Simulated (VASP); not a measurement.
Wanted: the native input for a VASP 6.6.1 run.

```
Task                   : single point
Functional             : PBEsol
Potentials or basis    : VASP PAW PBE potentials, release 64 (Mg, O)
Cutoff                 : 520 eV
k mesh                 : 6 × 6 × 6
Occupations            : fermi-dirac, width 0.05 eV
Spin                   : no spin polarisation
Dipole correction      : no
Further INCAR settings : ALGO = Normal; EDIFF = 1e-07; NBANDS = 11
```

The structure of MgO lies in POSCAR:

```
MgO
1.0
    0.0000000000      2.0970013927      2.0970013927
    2.0970013927      0.0000000000      2.0970013927
    2.0970013927      2.0970013927      0.0000000000
Mg O
1 1
Direct
    0.0000000000      0.0000000000      0.0000000000
    0.5000000000      0.5000000000      0.5000000000
```

One way to write it, as run:

INCAR

```
PREC = Accurate ; ENCUT = 520
EDIFF = 1E-7 ; ISMEAR = -1
SIGMA = 0.05 ; LREAL = F
LASPH = T ; NELM = 80
ALGO = Normal ; ISIF = 2
LWAVE = F ; LCHARG = F
GGA = PS ; NBANDS = 11
```

KPOINTS

```
Automatic mesh
0
Gamma
  6 6 6
```

Potentials or basis: VASP PAW PBE potentials, release 64 (Mg, O).

Launch:

```console
$ cat potpaw_PBE.64/Mg/POTCAR potpaw_PBE.64/O/POTCAR > POTCAR
$ mpirun -np 1 vasp_std > vasp.out
```

It gave:

```json
{"Pressure": "1.9 GPa", "Band gap on the k mesh": "4.76 eV, direct"}
```

Caveat: the k points lie up to 0.43 Å⁻¹ apart; the PAW data sets were made with another functional, which shifts forces and pressure a little.

Run time: 2.8 s on 1 thread of Intel Xeon 6975P-C, with other jobs on the host, peak memory 0.13 GiB.
